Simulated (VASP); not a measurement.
# SiC (P6_3mc) in VASP: notebook

The runs below take SiC through relaxation of the atoms, with LDA.

All numbers are computed with VASP 6.6.1; they aren't measurements. Logs are shortened: lines on timing, memory, paths and dates and some standing lists are left out, and cuts for length are marked.

## Step 1: The cell of the first run

Symmetry: P6_3mc, No. 186, hexagonal system. Conventional cell: a = 3.211 Å, b = 3.211 Å, c = 5.271 Å, α = 90.00°, β = 90.00°, γ = 120.00°. Si (site symmetry 3m) has 4 C at 1.97 to 1.98 Å within 2.6 Å. C (site symmetry 3m) has 4 Si at 1.97 to 1.98 Å within 2.6 Å.

## Step 2: Relaxation of the atoms, LDA (11.77 Å³/atom)

Input file INCAR:

```
PREC = Accurate
ENCUT = 520
EDIFF = 1E-6
ISMEAR = 0
SIGMA = 0.05
LREAL = F
LASPH = T
NELM = 60
ALGO = Normal
ISIF = 2
LWAVE = F
LCHARG = F
IBRION = 2
NSW = 50
EDIFFG = -0.01
```

Input file KPOINTS:

```
regular mesh
0
Gamma
  12 12 6
```

Input file POSCAR:

```
SiC
1.0
    3.2112017906      0.0000000000      0.0000000000
   -1.6056008953      2.7809823273      0.0000000000
    0.0000000000      0.0000000000      5.2705983105
Si C
2 2
Direct
    0.3333333333      0.6666666667      0.0046041256
    0.6666666667      0.3333333333      0.5046041256
    0.3333333333      0.6666666667      0.3803958744
    0.6666666667      0.3333333333      0.8803958744
```

Potentials or basis: VASP PAW LDA potentials, release 64 (Si, C).

Command:

```bash
$ cat potpaw_LDA.64/Si/POTCAR potpaw_LDA.64/C/POTCAR > POTCAR
$ mpirun -np 1 vasp_std > vasp.out
```

OUTCAR:

```text
PREC = Accurate
   ENCUT = 520
   EDIFF = 1E-6
   ISMEAR = 0
   LREAL = F
   LASPH = T
   NELM = 60
   ISIF = 2
   IBRION = 2
   NSW = 50
   EDIFFG = -0.01

 ion  position               nearest neighbor table
   1  0.333  0.667  0.005-   4 1.97   4 1.97   4 1.97   3 1.98
   2  0.667  0.333  0.505-   3 1.97   3 1.97   3 1.97   4 1.98
   3  0.333  0.667  0.380-   2 1.97   2 1.97   2 1.97   1 1.98
   4  0.667  0.333  0.880-   1 1.97   1 1.97   1 1.97   2 1.98

  LATTYP: Found a hexagonal cell.
 ALAT       =     3.2112017906
 C/A-ratio  =     1.6413164461

  Lattice vectors:

 A1 = (   3.2112017906,   0.0000000000,   0.0000000000)
 A2 = (  -1.6056008953,   2.7809823273,   0.0000000000)
 A3 = (   0.0000000000,   0.0000000000,   5.2705983105)

Analysis of symmetry for initial positions (statically):
=====================================================================
 Subroutine PRICEL returns:
 Original cell was already a primitive cell.

 Routine SETGRP: Setting up the symmetry group for a
 hexagonal supercell.

 Subroutine GETGRP returns: Found 12 space group operations
 (whereof  6 operations were pure point group operations)
 out of a pool of 24 trial point group operations.

The static configuration has the point symmetry C_3v.
 The point group associated with its full space group is C_6v.

Analysis of symmetry for dynamics (positions and initial velocities):
=====================================================================
 Subroutine PRICEL returns:
 Original cell was already a primitive cell.

 Routine SETGRP: Setting up the symmetry group for a
 hexagonal supercell.

 Subroutine GETGRP returns: Found 12 space group operations
 (whereof  6 operations were pure point group operations)
 out of a pool of 24 trial point group operations.

The dynamic configuration has the point symmetry C_3v.
 The point group associated with its full space group is C_6v.

 Subroutine INISYM returns: Found 12 space group operations
 (whereof  6 operations are pure point group operations),
 and found     1 'primitive' translations

----------------------------------------------------------------------------------------

                                     Primitive cell

  volume of cell :      47.0680

  direct lattice vectors                    reciprocal lattice vectors
     3.211201791  0.000000000  0.000000000     0.311409891  0.179792584  0.000000000
    -1.605600895  2.780982327  0.000000000     0.000000000  0.359585169  0.000000000
     0.000000000  0.000000000  5.270598310     0.000000000  0.000000000  0.189731780

  length of vectors
     3.211201791  3.211201791  5.270598310     0.359585169  0.359585169  0.189731780

  position of ions in fractional coordinates (direct lattice)
     0.333333333  0.666666667  0.004604126
     0.666666667  0.333333333  0.504604126
     0.333333333  0.666666667  0.380395874
     0.666666667  0.333333333  0.880395874

  ion indices of the primitive-cell ions
   primitive index   ion index
                 1           1
                 2           2
                 3           3
                 4           4

----------------------------------------------------------------------------------------

 KPOINTS: regular mesh

Automatic generation of k-mesh.
 Grid dimensions read from file:
 generate k-points for:   12   12    6

 Generating k-lattice:

  Cartesian coordinates                     Fractional coordinates (reciprocal lattice)
     0.025950824  0.014982715  0.000000000     0.083333333  0.000000000  0.000000000
     0.000000000  0.029965431  0.000000000     0.000000000  0.083333333  0.000000000
     0.000000000  0.000000000  0.031621963     0.000000000  0.000000000  0.166666667

  Length of vectors
     0.029965431  0.029965431  0.031621963

  Shift w.r.t. Gamma in fractional coordinates (k-lattice)
     0.000000000  0.000000000  0.000000000

 Subroutine IBZKPT returns following result:
[... 72 lines left out ...]
  Thomas-Fermi vector in A             =   2.279242
   LORBIT       =      0    0 simple, 1 ext, 2 COOP (PROOUT), +10 PAW based schemes
   GGA     = CA    functional components
   LHFCALC =     F    Hartree Fock is set to
   AEXX    =    0.0000 exact exchange contribution
   IVDW    =     0    specifies the selected vdW correction
   LEPSILON=     F    determine dielectric tensor
   LRPA    =     F    only Hartree local field effects (RPA)
 conjugate gradient relaxation of ions
 non-spin polarized calculation
 Gauss-broadening in eV      SIGMA  =   0.05
  energy-cutoff  :      520.00
  volume of cell :       47.07
 maximum number of plane-waves:      1290
 NGX is ok and might be reduce to    24
   NGX = 11   NGY = 11   NGZ = 19

--------------------------------------- Ionic step        1  -------------------------------------------

 number of electron      16.0000001 magnetization

 Free energy of the ion-electron system (eV)
  ---------------------------------------------------
  ext. energy  EPLUGINS =         0.00000000
  ---------------------------------------------------
  free energy    TOTEN  =       -32.70853534 eV

  energy without entropy =      -32.70853534  energy(sigma->0) =      -32.70853534

------------------------ aborting loop because EDIFF is reached ----------------------------------------

  FORCE on cell =-STRESS in cart. coord.  units (eV):
  Direction    XX          YY          ZZ          XY          YZ          ZX
  --------------------------------------------------------------------------------------
  -------------------------------------------------------------------------------------
  Total       -7.4565581     -7.4565581     -7.3088342      0.0000000      0.0000000     -0.0000000
  in kB     -253.8184833   -253.8184833   -248.7900154      0.0000000      0.0000000     -0.0000000
  external PRESSURE =    -252.1423273 kB  Pullay stress =       0.0000000 kB

 VOLUME and BASIS-vectors are now :
 -----------------------------------------------------------------------------
  energy-cutoff  :      520.00
  volume of cell :       47.07
      direct lattice vectors                 reciprocal lattice vectors
     3.211201791  0.000000000  0.000000000     0.311409891  0.179792584  0.000000000
    -1.605600895  2.780982327  0.000000000     0.000000000  0.359585169  0.000000000
     0.000000000  0.000000000  5.270598310     0.000000000  0.000000000  0.189731780

 POSITION                                       TOTAL-FORCE (eV/Angst)
 -----------------------------------------------------------------------------------
     -0.00000      1.85399      0.02427        -0.000000     -0.000000     -0.025769
      1.60560      0.92699      2.65957         0.000000      0.000000     -0.025769
     -0.00000      1.85399      2.00491        -0.000000      0.000000      0.025769
      1.60560      0.92699      4.64021         0.000000     -0.000000      0.025769
 -----------------------------------------------------------------------------------
    total drift:                               -0.000000      0.000000      0.000547

  FREE ENERGIE OF THE ION-ELECTRON SYSTEM (eV)
  ---------------------------------------------------
  free  energy   TOTEN  =       -32.7085353352 eV

  energy  without entropy=      -32.7085353352  energy(sigma->0) =      -32.70853534

--------------------------------------- Ionic step        2  -------------------------------------------

 number of electron      16.0000001 magnetization

 Free energy of the ion-electron system (eV)
  ---------------------------------------------------
  ext. energy  EPLUGINS =         0.00000000
  ---------------------------------------------------
  free energy    TOTEN  =       -32.70858274 eV

  energy without entropy =      -32.70858274  energy(sigma->0) =      -32.70858274

 E-fermi :   7.0269     XC(G=0): -11.0110

 val. band max:        6.7831939951   @ k =   0.0000   0.0000   0.0000
 cond. band min:       9.1575794051   @ k =   0.3333   0.3333   0.0000
 fundamental gap:      2.3743854100
 Fermi energy:         7.0268870647

 k-point     1 :       0.0000    0.0000    0.0000
  band No.  band energies     occupation
      1      -7.6972      2.00000
      2      -4.5426      2.00000
      3      -1.2134      2.00000
      4       5.5383      2.00000
      5       5.5383      2.00000
      6       6.6962      2.00000
      7       6.7832      2.00000
      8       6.7832      2.00000
      9      10.5086      0.00000
     10      11.6291      0.00000
     11      12.6349      0.00000
     12      12.6349      0.00000
[... 331 lines left out ...]
 k-point    24 :       0.3333   -0.0000    0.1667
  band No.  band energies     occupation
      1      -5.9153      2.00000
      2      -3.6332      2.00000
      3      -0.1848      2.00000
      4       1.6534      2.00000
      5       2.2187      2.00000
      6       4.1571      2.00000
      7       5.3002      2.00000
      8       5.7285      2.00000
      9       9.7482      0.00000
     10      10.9063      0.00000
     11      12.6872      0.00000
     12      13.9014      0.00000

 [... further k-points ...]

------------------------ aborting loop because EDIFF is reached ----------------------------------------

  FORCE on cell =-STRESS in cart. coord.  units (eV):
  Direction    XX          YY          ZZ          XY          YZ          ZX
  --------------------------------------------------------------------------------------
  -------------------------------------------------------------------------------------
  Total       -7.4490992     -7.4490992     -7.3192918      0.0000000      0.0000000      0.0000000
  in kB     -253.5645831   -253.5645831   -249.1459871      0.0000000      0.0000000      0.0000000
  external PRESSURE =    -252.0917178 kB  Pullay stress =       0.0000000 kB

 VOLUME and BASIS-vectors are now :
 -----------------------------------------------------------------------------
  energy-cutoff  :      520.00
  volume of cell :       47.07
      direct lattice vectors                 reciprocal lattice vectors
     3.211201791  0.000000000  0.000000000     0.311409891  0.179792584  0.000000000
    -1.605600895  2.780982327  0.000000000     0.000000000  0.359585169  0.000000000
     0.000000000  0.000000000  5.270598310     0.000000000  0.000000000  0.189731780

 POSITION                                       TOTAL-FORCE (eV/Angst)
 -----------------------------------------------------------------------------------
     -0.00000      1.85399      0.02302         0.000000      0.000000      0.007537
      1.60560      0.92699      2.65832        -0.000000     -0.000000      0.007537
     -0.00000      1.85399      2.00616         0.000000      0.000000     -0.007537
      1.60560      0.92699      4.64146        -0.000000     -0.000000     -0.007537
 -----------------------------------------------------------------------------------
    total drift:                                0.000000      0.000000     -0.001302

  FREE ENERGIE OF THE ION-ELECTRON SYSTEM (eV)
  ---------------------------------------------------
  free  energy   TOTEN  =       -32.7085827433 eV

  energy  without entropy=      -32.7085827433  energy(sigma->0) =      -32.70858274

 reached required accuracy - stopping structural energy minimisation
```

It took 42 s on 1 thread of Intel Xeon 8259CL, shared host; peak memory 0.16 GiB.

Results:

| Quantity | Value |
| --- | --- |
| Free energy | -32.7086 eV |
| Energy gained by relaxing | 0.0 meV/atom |
| Ionic steps | 2 |
| Pressure after relaxing | -25.2 GPa |
| Largest force after relaxing | 0.008 eV/Å |
| Band gap on the k mesh | 2.37 eV (least direct gap 3.62 eV) |

Forces on the atoms (eV/Å):
```
Si   0.000  0.000  0.008
Si   0.000  0.000  0.008
C    0.000  0.000 -0.008
C    0.000  0.000 -0.008
```

Stress tensor (GPa, compression positive):
```
-25.36   0.00   0.00
  0.00 -25.36   0.00
  0.00   0.00 -24.91
```

Final structure:
```
CELL_PARAMETERS angstrom
3.21120 0.00000 0.00000
-1.60560 2.78098 0.00000
0.00000 0.00000 5.27060
ATOMIC_POSITIONS crystal
Si 0.33333 0.66667 0.00437
Si 0.66667 0.33333 0.50437
C 0.33333 0.66667 0.38063
C 0.66667 0.33333 0.88063
```

A k mesh can miss the band edges. Expect the measured gap to be larger: semilocal functionals such as LDA lack the derivative discontinuity.

## Step 3: Relaxation of the atoms, LDA (11.77 Å³/atom)

Input file INCAR:

```
ALGO     = Normal         # electronic algorithm
EDIFF    = 1E-6           # SCF threshold, eV
EDIFFG   = -0.01          # ionic threshold
ENCUT    = 520            # plane-wave cutoff, eV
GGA      = CA             # functional
IBRION   = 2              # ionic algorithm
ISIF     = 2              # what is computed and relaxed
ISMEAR   = 0              # smearing method
LASPH    = True           # aspherical terms in the spheres
LCHARG   = False          # write CHGCAR
LREAL    = False          # projectors in reciprocal space
LWAVE    = False          # write WAVECAR
NELM     = 80             # most SCF steps
NSW      = 50             # ionic steps
PREC     = Accurate       # precision mode
SIGMA    = 0.05           # smearing width, eV
```

Input file KPOINTS:

```
k-points
0
Gamma
  12 12 6
```

Input file POSCAR:

```
SiC
1.0
    3.1265354807      0.0000000000      0.0000000000
   -1.5632677404      2.7076591521      0.0000000000
    0.0000000000      0.0000000000      5.5599180454
Si C
2 2
Direct
    0.3333333333      0.6666666667      0.0046041256
    0.6666666667      0.3333333333      0.5046041256
    0.3333333333      0.6666666667      0.3803958744
    0.6666666667      0.3333333333      0.8803958744
```

Potentials or basis: VASP PAW LDA potentials, release 64 (Si, C).

Command:

```bash
$ cat potpaw_LDA.64/Si/POTCAR potpaw_LDA.64/C/POTCAR > POTCAR
$ mpirun -np 1 vasp_std > vasp.out
```

Run time: 56 s. Hardware: 1 thread of Intel Xeon 8259CL, shared host; peak memory 0.16 GiB.

It converged, with:

```yaml
Free_energy: -32.4813 eV
Energy_gained_by_relaxing: 0.2 meV/atom
Ionic_steps: 2
Pressure_after_relaxing: -23.5 GPa
Largest_force_after_relaxing: 0.003 eV/Å
Band_gap_on_the_k_mesh: 2.17 eV (least direct gap 3.41 eV)
```

Forces in eV/Å, atoms in the order of the input:
```
Si   0.000  0.000 -0.003
Si   0.000  0.000 -0.003
C    0.000  0.000  0.003
C    0.000  0.000  0.003
```

Stress tensor (GPa, compression positive):
```
-13.89   0.00   0.00
  0.00 -13.89   0.00
  0.00   0.00 -42.57
```

Step by step:
| step | energy change (eV) | largest force (eV/Å) | pressure (GPa) |
| --- | --- | --- | --- |
| 1 | 0.0000 | 0.0781 | -23.64 |
| 2 | -0.0006 | 0.0032 | -23.45 |

Final structure:
```cif
data_structure
_symmetry_space_group_name_H-M 'P 1'
_symmetry_Int_Tables_number 1
_cell_length_a 3.1265
_cell_length_b 3.1265
_cell_length_c 5.5599
_cell_angle_alpha 90.000
_cell_angle_beta 90.000
_cell_angle_gamma 120.000
_cell_volume 47.07
loop_
_atom_site_label
_atom_site_type_symbol
_atom_site_fract_x
_atom_site_fract_y
_atom_site_fract_z
_atom_site_occupancy
Si1 Si 0.33333 0.66667 0.00393 1
Si2 Si 0.66667 0.33333 0.50393 1
C1 C 0.33333 0.66667 0.38107 1
C2 C 0.66667 0.33333 0.88107 1
```

Levels at points of the mesh, in eV from the valence-band top:
| k point | band 6 | band 7 | band 8 | band 9 | band 10 | band 11 |
| --- | --- | --- | --- | --- | --- | --- |
| (0.00, 0.00, 0.00) | -0.44 | 0.00 | 0.00 | 3.41 | 4.81 | 6.40 |
| (0.50, 0.00, 0.00) | -2.87 | -2.78 | -1.34 | 2.94 | 3.58 | 5.44 |
| (0.00, 0.00, 0.50) | -0.48 | -0.48 | -0.48 | 5.53 | 5.53 | 7.03 |
| (0.50, 0.00, 0.50) | -2.47 | -2.16 | -2.16 | 2.56 | 2.56 | 4.45 |

[end of part 1 of 2]
